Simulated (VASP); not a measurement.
Input of a VASP 6.6.1 run:

Contents of POSCAR:

```
Pd
1.0
    0.0000000000      1.9450000000      1.9450000000
    1.9450000000      0.0000000000      1.9450000000
    1.9450000000      1.9450000000      0.0000000000
Pd
1
Direct
    0.0000000000      0.0000000000      0.0000000000
```

INCAR.step1

```
PREC     = Accurate       # precision mode
ENCUT    = 550            # plane-wave cutoff, eV
ISMEAR   = 0              # smearing method
SIGMA    = 0.05           # smearing width, eV
LREAL    = False          # projectors in reciprocal space
LASPH    = True           # aspherical terms in the spheres
NELM     = 120            # most SCF steps
GGA      = PE             # functional
ALGO     = Normal         # electronic algorithm
EDIFF    = 1E-5           # SCF threshold, eV
LWAVE    = True           # write WAVECAR
LCHARG   = False          # write CHGCAR
GGA_COMPAT= False        
IBRION   = 2              # ionic algorithm
ISIF     = 3              # what is computed and relaxed
EDIFFG   = -0.005         # ionic threshold
NELMIN   = 4            
NSW      = 100            # ionic steps
```

The input INCAR.step2:

```
PREC     = Accurate       # precision mode
ENCUT    = 550            # plane-wave cutoff, eV
EDIFF    = 1E-7           # SCF threshold, eV
ISMEAR   = 0              # smearing method
SIGMA    = 0.05           # smearing width, eV
LREAL    = False          # projectors in reciprocal space
LASPH    = True           # aspherical terms in the spheres
NELM     = 120            # most SCF steps
ALGO     = Normal         # electronic algorithm
ISIF     = 3              # what is computed and relaxed
LWAVE    = False          # write WAVECAR
LCHARG   = False          # write CHGCAR
METAGGA  = R2SCAN         # meta-GGA
LMIXTAU  = True         
IBRION   = 2              # ionic algorithm
NSW      = 80             # ionic steps
EDIFFG   = -0.02          # ionic threshold
ISTART   = 1            
GGA_COMPAT= False        
NELMIN   = 4
```

Contents of KPOINTS:

```
regular mesh
0
Gamma
  9 9 9
```

Potentials or basis: VASP PAW PBE potentials, release 64 (Pd).

Command:

```bash
$ cat potpaw_PBE.64/Pd/POTCAR > POTCAR
$ cp INCAR.step1 INCAR
$ mpirun -np 1 vasp_std > vasp.out
$ cp INCAR.step2 INCAR
$ mpirun -np 1 vasp_std > vasp.out
```

(1) What does it give for the relaxed volume?

(2) Estimate the space group after relaxing (to 0.1 Å).

(3) What does it give for the band gap on the k mesh?

Results:

(1) 14.92 Å³/atom.

(2) Fm-3m (No. 225).

(3) zero (bands 5 and 6 overlap by 1.55 eV).

Caveat: the PAW data sets were made with another functional, which shifts forces and pressure a little.
